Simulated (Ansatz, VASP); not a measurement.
**NaCl: VASP beside Ansatz**

```xyz
2
Lattice="2.9161 0.0000 0.0000 0.0000 2.9161 0.0000 0.0000 0.0000 2.9161" Properties=species:S:1:pos:R:3 pbc="T T T"
Na    0.0000    0.0000    0.0000
Cl    1.4580    1.4580    1.4580
```

Change from the starting cell: volume scaled by 1.06, PAW files.

Alike in both runs: task electric field gradients; functional PBEsol; k mesh 8 × 8 × 8; occupations fermi-dirac, width 0.02 eV; no spin polarisation.

```csv
,VASP,Ansatz
version,VASP 6.6.1,Ansatz 0.2.0
potentials or method,"VASP PAW PBE potentials, release 64 (Na_pv, Cl)","PAW with Ansatz's default frozen-core files, scalar-relativistic"
plane-wave cutoff (eV),400,420
valence electrons in the cell,14,16
```

Ansatz gave:

```
gap on the k mesh at the Fermi level (eV) : 4.38
pressure (GPa)                            : 46.5
```

**Question.** Estimate VASP's values.

**Answer.** gap on the k mesh at the Fermi level (eV): 4.43; pressure (GPa): 46.7.

VASP's potentials were made for PBE, not for PBEsol. Both programs put the cell under a high pressure, so it lies far from rest at this level. VASP's potentials hold 14 valence electrons a cell and Ansatz's 16, so a difference there can come from the potentials and not from the codes.
